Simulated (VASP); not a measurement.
A run of VASP 6.6.1 is set up as follows.

File INCAR:

```
SYSTEM = AlN
PREC = Accurate
ENCUT = 520
EDIFF = 1E-7
ISMEAR = -1
SIGMA = 0.05
LREAL = .FALSE.
LASPH = .TRUE.
NELM = 100
ALGO = Normal
ISIF = 2
LWAVE = .FALSE.
LCHARG = .TRUE.
GGA = RE
IVDW = 13
LELF = .TRUE.
LVHAR = .TRUE.
NBANDS = 11
```

Contents of KPOINTS:

```
Automatic mesh
0
G
  10 10 10
  0 0 0
```

The input POSCAR:

```
AlN
1.0
    0.0000000000      2.1751539505      2.1751539505
    2.1751539505      0.0000000000      2.1751539505
    2.1751539505      2.1751539505      0.0000000000
Al N
1 1
Direct
    0.0000000000      0.0000000000      0.0000000000
    0.2500000000      0.2500000000      0.2500000000
```

Potentials or basis: VASP PAW PBE potentials, release 64 (Al, N).

The run is started by

```sh
$ cat potpaw_PBE.64/Al/POTCAR potpaw_PBE.64/N/POTCAR > POTCAR
$ mpirun -np 1 vasp_std > vasp.out
```

(1) Predict the pressure.

(2) Estimate the band gap on the k mesh.

(3) Predict the dispersion energy per atom.

Results:

(1) -0.6 GPa.

(2) 3.36 eV, indirect (least direct gap 4.33 eV).

(3) -0.594 eV.

Caveat: the PAW data sets were made with another functional, which shifts forces and pressure a little.
